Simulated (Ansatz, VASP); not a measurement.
**B3C2Br in VASP and in Ansatz**

Contents of INCAR:

```
  PREC = Accurate
  ENCUT = 600
  EDIFF = 1E-6
  ISMEAR = 0
  SIGMA = 0.1
  LREAL = F
  LASPH = T
  NELM = 100
  ALGO = Normal
  ISIF = 3
  LWAVE = F
  LCHARG = F
  GGA = PE
  IBRION = 2
  NSW = 90
  EDIFFG = -0.04
```

The input KPOINTS:

```
Automatic mesh
0
Gamma
  6 6 6
```

Contents of POSCAR:

```
B3C2Br
1.0
   -1.8789165300      1.8789165300      4.7633117600
    1.8789165300     -1.8789165300      4.7633117600
    1.8789165300      1.8789165300     -4.7633117600
B C Br
3 2 1
Direct
    0.7500000000      0.2500000000      0.5000000000
    0.5000000000      0.5000000000      0.0000000000
    0.2500000000      0.7500000000      0.5000000000
    0.6907110200      0.6907110200      0.0000000000
    0.3092889800      0.3092889800      0.0000000000
    0.0000000000      0.0000000000      0.0000000000
```

Input for Ansatz:

```yaml
crystal:
  lattice:
    - [-1.87891653, 1.87891653, 4.76331176]
    - [1.87891653, -1.87891653, 4.76331176]
    - [1.87891653, 1.87891653, -4.76331176]
  atoms:
    - { symbol: B, position: [0.75, 0.25, 0.5] }
    - { symbol: B, position: [0.5, 0.5, 0.0] }
    - { symbol: B, position: [0.25, 0.75, 0.5] }
    - { symbol: C, position: [0.69071102, 0.69071102, 0.0] }
    - { symbol: C, position: [0.30928898, 0.30928898, 0.0] }
    - { symbol: Br, position: [0.0, 0.0, 0.0] }
basis:
  ecutwfc: 420
kpoints:
  mp_grid: { grid: [6, 6, 6] }
hamiltonian:
  xc: pbe
scf:
  occupations: { method: gaussian, width: 0.1 }
  lower_state_search: "off"
output:
  forces: true
  stress: true
  eigenvalues: true
relax:
  adjacent_minimum: "off"
  f_tol: 0.04
  max_steps: 70
  cell: { stress_tol: 0.4 }
```

Change from the starting cell: species swapped into the CsLi2F3 type (I4/mmm, No. 139).

Alike in both runs: task relaxation of cell and atoms; functional PBE; k mesh 6 × 6 × 6; occupations gaussian, width 0.1 eV; no spin polarisation.

|  | VASP | Ansatz |
| --- | --- | --- |
| version | VASP 6.6.1 | Ansatz 0.2.0 |
| potentials or method | VASP PAW PBE potentials, release 64 (B, C, Br), cutoff 600 eV | scalar-relativistic, plane waves, PAW |
| valence electrons in the cell | 24 | 24 |

|  | VASP | Ansatz | Ansatz less VASP |
| --- | --- | --- | --- |
| gap on the k mesh at the Fermi level, each at its own relaxed structure (eV) | none | none | - |
| relaxed volume (Å³/atom) | 8.42 | 8.40 | -0.018 |
| relaxed cell length with the largest relative difference (Å) | 5.598 | 5.595 | -0.0035 |

A gap of «none» marks a metal or a gap that the smearing closes.

The k mesh is coarse, so the values compare programs but aren't converged. Noted on VASP's run: the volume moved by over 15 % at a fixed basis, so the end points are rough.
